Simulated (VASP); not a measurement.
Rh:

```
Rh
1.0
     0.00000    1.89785    1.89785
     1.89785    0.00000    1.89785
     1.89785    1.89785    0.00000
Rh
1
Direct
  0.00000 0.00000 0.00000
```

Program: VASP 6.6.1. Alike in all runs: task single point; potentials or basis VASP PAW PBE potentials, release 64 (Rh_pv); no spin polarisation; cell as given; cutoff (eV) 520; smearing fermi-dirac 0.05 eV.

Order these runs on this cell by their pressure, lowest first.
A. level B3LYP; k mesh 6 × 6 × 6; share of exact exchange 0.2
B. level PBEsol-based screened hybrid with 25 % exact exchange; k mesh 6 × 6 × 6; share of exact exchange 0.25; screening parameter 0.207 1/Å
C. level PBE0; k mesh 8 × 8 × 8; share of exact exchange 0.25

B (-9.0 GPa), C (-2.3 GPa), A (12.4 GPa).

Caveats: some runs use coarse meshes; the PAW data sets were made with another functional, which shifts forces and pressure a little.
